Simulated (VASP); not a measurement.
# Na5H (P6/mmm) in VASP: notebook

The runs below take Na5H through relaxation of cell and atoms, with PBE.

Everything below comes from runs of VASP 6.6.1. Logs are shortened: lines on timing, memory, paths and dates and some standing lists are left out, and cuts for length are marked.

**1. The cell of the first run**

The structure is hexagonal, space group P6/mmm (No. 191). Conventional cell: a = 5.333 Å, b = 5.333 Å, c = 4.334 Å, α = 90.00°, β = 90.00°, γ = 120.00°. Na (site symmetry mmm) has 8 Na at 2.66 to 2.67 Å and 4 H at 3.44 Å within 3.5 Å. Na (site symmetry -6m2) has 9 Na at 2.66 to 3.08 Å and 3 H at 3.08 Å within 3.5 Å. Within 4.1 Å of H (site symmetry 6/mmm) lie 18 Na at 3.08 to 3.44 Å.

The cell was built from a structure type or drawn by symmetry, and may not be a known phase.

**2. Relaxation of cell and atoms, PBE**

File INCAR:

```
PREC = Accurate
ENCUT = 600
EDIFF = 1E-6
ISMEAR = 0
SIGMA = 0.1
LREAL = F
LASPH = T
NELM = 60
ALGO = Normal
ISIF = 3
LWAVE = F
LCHARG = F
GGA = PE
IBRION = 2
NSW = 90
EDIFFG = -0.04
```

File KPOINTS:

```
Automatic mesh
0
Gamma
  6 6 4
```

File POSCAR:

```
Na5H
1.0
    5.3326335100      0.0000000000      0.0000000000
   -2.6663167500      4.6181960800      0.0000000000
    0.0000000000      0.0000000000      4.3340418400
Na H
5 1
Direct
    0.0000000000      0.5000000000      0.5000000000
    0.3333333300      0.6666666700      0.0000000000
    0.6666666700      0.3333333300      0.0000000000
    0.5000000000      0.0000000000      0.5000000000
    0.5000000000      0.5000000000      0.5000000000
    0.0000000000      0.0000000000      0.0000000000
```

Potentials or basis: VASP PAW PBE potentials, release 64 (Na_pv, H).

Run with:

```
$ cat potpaw_PBE.64/Na_pv/POTCAR potpaw_PBE.64/H/POTCAR > POTCAR
$ mpirun -np 1 vasp_std > vasp.out
```

OUTCAR:

```text
PREC = Accurate
   ENCUT = 600
   EDIFF = 1E-6
   ISMEAR = 0
   LREAL = F
   LASPH = T
   NELM = 60
   ISIF = 3
   GGA = PE
   IBRION = 2
   NSW = 90
   EDIFFG = -0.04

 ion  position               nearest neighbor table
   1  0.000  0.500  0.500-   2 2.66   3 2.66   2 2.66   3 2.66   4 2.67   4 2.67   5 2.67   5 2.67

   2  0.333  0.667  0.000-   4 2.66   4 2.66   1 2.66   1 2.66   5 2.66   5 2.66
   3  0.667  0.333  0.000-   4 2.66   4 2.66   1 2.66   1 2.66   5 2.66   5 2.66
   4  0.500  0.000  0.500-   2 2.66   3 2.66   2 2.66   3 2.66   5 2.67   5 2.67   1 2.67   1 2.67

   5  0.500  0.500  0.500-   2 2.66   3 2.66   2 2.66   3 2.66   4 2.67   4 2.67   1 2.67   1 2.67

   6  0.000  0.000  0.000-

  LATTYP: Found a hexagonal cell.
 ALAT       =     5.3326335100
 C/A-ratio  =     0.8127394901

  Lattice vectors:

 A1 = (   5.3326335100,   0.0000000000,   0.0000000000)
 A2 = (  -2.6663167500,   4.6181960800,   0.0000000000)
 A3 = (   0.0000000000,   0.0000000000,   4.3340418400)

Analysis of symmetry for initial positions (statically):
=====================================================================
 Subroutine PRICEL returns:
 Original cell was already a primitive cell.

 Routine SETGRP: Setting up the symmetry group for a
 hexagonal supercell.

 Subroutine GETGRP returns: Found 24 space group operations
 (whereof 24 operations were pure point group operations)
 out of a pool of 24 trial point group operations.

The static configuration has the point symmetry D_6h.

Analysis of symmetry for dynamics (positions and initial velocities):
=====================================================================
 Subroutine PRICEL returns:
 Original cell was already a primitive cell.

 Routine SETGRP: Setting up the symmetry group for a
 hexagonal supercell.

 Subroutine GETGRP returns: Found 24 space group operations
 (whereof 24 operations were pure point group operations)
 out of a pool of 24 trial point group operations.

The dynamic configuration has the point symmetry D_6h.

 Subroutine INISYM returns: Found 24 space group operations
 (whereof 24 operations are pure point group operations),
 and found     1 'primitive' translations

----------------------------------------------------------------------------------------

                                     Primitive cell

  volume of cell :     106.7351

  direct lattice vectors                    reciprocal lattice vectors
     5.332633510  0.000000000  0.000000000     0.187524606  0.108267382  0.000000000
    -2.666316750  4.618196080  0.000000000     0.000000000  0.216534764  0.000000000
     0.000000000  0.000000000  4.334041840     0.000000000  0.000000000  0.230731506

  length of vectors
     5.332633510  5.332633500  4.334041840     0.216534764  0.216534764  0.230731506

  position of ions in fractional coordinates (direct lattice)
     1.000000000  0.500000000  0.500000000
     0.333333330  0.666666670  0.000000000
     0.666666670  0.333333330  0.000000000
     0.500000000  0.000000000  0.500000000
     0.500000000  0.500000000  0.500000000
     0.000000000  0.000000000  0.000000000

  ion indices of the primitive-cell ions
   primitive index   ion index
                 1           1
                 2           2
                 3           3
                 4           4
                 5           5
                 6           6

----------------------------------------------------------------------------------------

 KPOINTS: Automatic mesh

Automatic generation of k-mesh.
 Grid dimensions read from file:
 generate k-points for:    6    6    4

 Generating k-lattice:

  Cartesian coordinates                     Fractional coordinates (reciprocal lattice)
     0.031254101  0.018044564  0.000000000     0.166666667 -0.000000000  0.000000000
     0.000000000  0.036089127  0.000000000     0.000000000  0.166666667  0.000000000
     0.000000000  0.000000000  0.057682876     0.000000000  0.000000000  0.250000000

  Length of vectors
     0.036089127  0.036089127  0.057682876

  Shift w.r.t. Gamma in fractional coordinates (k-lattice)
     0.000000000  0.000000000  0.000000000

 Subroutine IBZKPT returns following result:
 ===========================================

 Found     21 irreducible k-points:

 Following reciprocal coordinates:
            Coordinates               Weight
  0.000000  0.000000  0.000000      1.000000
  0.166667  0.000000  0.000000      6.000000
  0.333333  0.000000  0.000000      6.000000
  0.500000  0.000000  0.000000      3.000000
  0.166667  0.166667  0.000000      6.000000
  0.333333  0.166667  0.000000     12.000000
[... 13 lines left out ...]
  0.333333  0.166667  0.500000     12.000000
  0.333333  0.333333  0.500000      2.000000
   k-points           NKPTS =     21   k-points in BZ     NKDIM =     21   number of bands    NBANDS=     22
   number of dos      NEDOS =    301   number of ions     NIONS =      6
   total plane-waves  NPLWV =  82944
   dimension x,y,z NGX =    48 NGY =   48 NGZ =   36
   dimension x,y,z NGXF=    96 NGYF=   96 NGZF=   72
   ions per type =               5   1
   NGX,Y,Z   is equivalent  to a cutoff of  14.96, 14.96, 13.81 a.u.
   NGXF,Y,Z  is equivalent  to a cutoff of  29.93, 29.93, 27.62 a.u.
 SYSTEM =  unknown system
   PREC   = accura    normal or accurate (medium, high low for compatibility)
   ISTART =      0    job   : 0-new  1-cont  2-samecut
   ICHARG =      2    charge: 1-file 2-atom 10-const
   ISPIN  =      1    spin polarized calculation?
   LNONCOLLINEAR =      F non collinear calculations
   LSORBIT =      F    spin-orbit coupling
   LASPH  =      T    aspherical Exc in radial PAW
   ENCUT  =  600.0 eV  44.10 Ry    6.64 a.u.  10.65 10.65  8.66*2*pi/ulx,y,z
   NELM   =     60;   NELMIN=  2; NELMDL= -5     # of ELM steps
   EDIFF  = 0.1E-05   stopping-criterion for ELM
   LREAL  =      F    real-space projection
   EDIFFG = -.4E-01   stopping-criterion for IOM
   NSW    =     90    number of steps for IOM
   IBRION =      2    ionic relax: 0-MD 1-quasi-New 2-CG
   NFREE  =      1    steps in history (QN), initial steepest desc. (CG)
   ISIF   =      3    stress and relaxation
   ISYM   =      2    0-nonsym 1-usesym 2-fastsym
   POTIM  = 0.5000    time-step for ionic-motion
   TEBEG  =    0.0;   TEEND  =   0.0 temperature during run
   PSTRESS=    0.0 pullay stress
   NELECT =      36.0000    total number of electrons
   NUPDOWN=      -1.0000    fix difference up-down
   EMIN   =  10.00;   EMAX   =-10.00  energy-range for DOS
   EFERMI =   0.00;   METHOD = LEGACY
   ISMEAR =     0;   SIGMA  =   0.10  broadening in eV -4-tet -1-fermi 0-gaus
   EFERMI_NEDOS =   21; number of points for ismear=-14 and -15
   IALGO  =     38    algorithm
   IMIX   =      4    mixing-type and parameters
     AMIX     =   0.40;   BMIX     =  1.00
     AMIX_MAG =   1.60;   BMIX_MAG =  1.00
  volume/ion in A,a.u.               =      17.79       120.05
  Fermi-wavevector in a.u.,A,eV,Ry     =   1.139567  2.153470 17.668707  1.298613
  Thomas-Fermi vector in A             =   2.276270
   LORBIT       =      0    0 simple, 1 ext, 2 COOP (PROOUT), +10 PAW based schemes
   GGA     = PE    functional components
   LHFCALC =     F    Hartree Fock is set to
   AEXX    =    0.0000 exact exchange contribution
   IVDW    =     0    specifies the selected vdW correction
   LEPSILON=     F    determine dielectric tensor
   LRPA    =     F    only Hartree local field effects (RPA)
 conjugate gradient relaxation of ions
 non-spin polarized calculation
 Gauss-broadening in eV      SIGMA  =   0.10
  energy-cutoff  :      600.00
  volume of cell :      106.74
 maximum number of plane-waves:      3594
 NGX is ok and might be reduce to    48
   NGX = 21   NGY = 21   NGZ = 17

--------------------------------------- Ionic step        1  -------------------------------------------

 number of electron      36.0000030 magnetization

 Free energy of the ion-electron system (eV)
  ---------------------------------------------------
  ext. energy  EPLUGINS =         0.00000000
  ---------------------------------------------------
  free energy    TOTEN  =        -3.46590145 eV

  energy without entropy =       -3.45608791  energy(sigma->0) =       -3.46099468

------------------------ aborting loop because EDIFF is reached ----------------------------------------

  FORCE on cell =-STRESS in cart. coord.  units (eV):
  Direction    XX          YY          ZZ          XY          YZ          ZX
  --------------------------------------------------------------------------------------
  -------------------------------------------------------------------------------------
  Total       10.6988548     10.6988548     16.5375348      0.0000000     -0.0000000      0.0000000
  in kB      160.5981991    160.5981985    248.2413636      0.0000002     -0.0000000      0.0000000
  external PRESSURE =     189.8125870 kB  Pullay stress =       0.0000000 kB
[... 65 lines left out ...]
  energy  without entropy=       -6.2510334168  energy(sigma->0) =       -6.25592625

--------------------------------------- Ionic step        3  -------------------------------------------

 number of electron      36.0000084 magnetization

 E-fermi :   0.3459     XC(G=0):  -6.5247

 val. band max:        0.2872379975   @ k =   0.3333   0.0000   0.5000
 cond. band min:       0.3996768557   @ k =   0.1667   0.0000   0.0000
 fundamental gap:      0.1124388582
 Fermi energy:         0.3458939091

 k-point     1 :       0.0000    0.0000    0.0000
  band No.  band energies     occupation
      1     -24.9658      2.00000
      2     -24.9311      2.00000
      3     -24.9311      2.00000
      4     -24.9300      2.00000
      5     -24.9210      2.00000
      6     -24.9167      2.00000
[... 547 lines left out ...]
  FREE ENERGIE OF THE ION-ELECTRON SYSTEM (eV)
  ---------------------------------------------------
  free  energy   TOTEN  =        -7.3365841326 eV

  energy  without entropy=       -7.3284176060  energy(sigma->0) =       -7.33250087

[... ionic steps 4 to 7 ...]

--------------------------------------- Ionic step        8  -------------------------------------------

 number of electron      36.0000126 magnetization

------------------------ aborting loop because EDIFF is reached ----------------------------------------

  FORCE on cell =-STRESS in cart. coord.  units (eV):
  Direction    XX          YY          ZZ          XY          YZ          ZX
  --------------------------------------------------------------------------------------
  -------------------------------------------------------------------------------------
  Total       -0.1333364     -0.1333364      0.3689276     -0.0000000     -0.0000000      0.0000000
  in kB       -0.9545476     -0.9545476      2.6411306     -0.0000000     -0.0000000      0.0000000
  external PRESSURE =       0.2440118 kB  Pullay stress =       0.0000000 kB
[... 65 lines left out ...]
  energy  without entropy=       -7.5540830391  energy(sigma->0) =       -7.55780896

--------------------------------------- Ionic step       10  -------------------------------------------

 number of electron      35.9999920 magnetization

 Free energy of the ion-electron system (eV)
  ---------------------------------------------------
  ext. energy  EPLUGINS =         0.00000000
  ---------------------------------------------------
  free energy    TOTEN  =        -7.56150023 eV

  energy without entropy =       -7.55386817  energy(sigma->0) =       -7.55768420

 E-fermi :  -0.2388     XC(G=0):  -6.0512

 val. band max:       -0.2893377495   @ k =   0.3333   0.0000   0.5000
 cond. band min:      -0.2036953453   @ k =   0.1667   0.1667   0.2500
 fundamental gap:      0.0856424042
 Fermi energy:        -0.2388414194

 k-point     1 :       0.0000    0.0000    0.0000
  band No.  band energies     occupation
      1     -25.5264      2.00000
      2     -25.5264      2.00000
      3     -25.5228      2.00000
      4     -25.5161      2.00000
      5     -25.5137      2.00000
      6     -25.5137      2.00000
[... 547 lines left out ...]
  FREE ENERGIE OF THE ION-ELECTRON SYSTEM (eV)
  ---------------------------------------------------
  free  energy   TOTEN  =        -7.5615002307 eV

  energy  without entropy=       -7.5538681728  energy(sigma->0) =       -7.55768420

 reached required accuracy - stopping structural energy minimisation
```

Run time: 3 min. Hardware: 1 thread of Intel Xeon 6975P-C (Granite Rapids), shared host; peak memory 0.29 GiB.

Results:

```yaml
Free_energy: -7.5615 eV
Relaxed_volume: 36.74 Å³/atom
Relaxed_cell: a = 6.446 Å, b = 6.446 Å, c = 6.126 Å, α = 90.00°, β = 90.00°, γ = 120.00°
Space_group_after_relaxing_to_0.1_Å: P6/mmm (No. 191)
Energy_gained_by_relaxing: 682.6 meV/atom
Ionic_steps: 10
Pressure_after_relaxing: 0.1 GPa
Band_gap_on_the_k_mesh: zero (bands 18 and 19 overlap by 1.45 eV)
```

Stress tensor (GPa, compression positive):
```
 0.15  0.00  0.00
 0.00  0.15  0.00
 0.00  0.00 -0.01
```

The path:
| step | energy change (eV) | largest force (eV/Å) | pressure (GPa) | volume (Å³) |
| --- | --- | --- | --- | --- |
| 1 | 0.0000 | 0.0000 | 18.98 | 106.74 |
| 2 | -2.7949 | 0.0000 | 6.95 | 142.63 |
| 3 | -3.8707 | 0.0000 | 1.91 | 183.84 |
| 4 | -3.8496 | 0.0000 | -1.08 | 288.21 |
| 5 | -4.0816 | 0.0000 | -0.27 | 236.06 |
| 6 | -4.0897 | 0.0000 | -0.08 | 227.16 |
| 7 | -4.0894 | 0.0000 | 0.03 | 224.15 |
| 8 | -4.0914 | 0.0000 | 0.02 | 223.80 |
| 9 | -4.0956 | 0.0000 | 0.04 | 222.72 |
| 10 | -4.0956 | 0.0000 | 0.09 | 220.44 |

Final structure:
```cif
data_structure
_symmetry_space_group_name_H-M 'P 1'
_symmetry_Int_Tables_number 1
_cell_length_a 6.4459
_cell_length_b 6.4459
_cell_length_c 6.1263
_cell_angle_alpha 90.000
_cell_angle_beta 90.000
_cell_angle_gamma 120.000
_cell_volume 220.44
loop_
_atom_site_label
_atom_site_type_symbol
_atom_site_fract_x
_atom_site_fract_y
_atom_site_fract_z
_atom_site_occupancy
Na1 Na 0.00000 0.50000 0.50000 1
Na2 Na 0.33333 0.66667 0.00000 1
Na3 Na 0.66667 0.33333 0.00000 1
Na4 Na 0.50000 0.00000 0.50000 1
Na5 Na 0.50000 0.50000 0.50000 1
H1 H 0.00000 0.00000 0.00000 1
```

Caveat: the k points lie up to 0.26 Å⁻¹ apart in the final cell, too coarse for converged energies and pressures of a metal; the volume moved by over 15 % at a fixed basis, so the end points are rough.

(Part 1 of 2 ends here.)
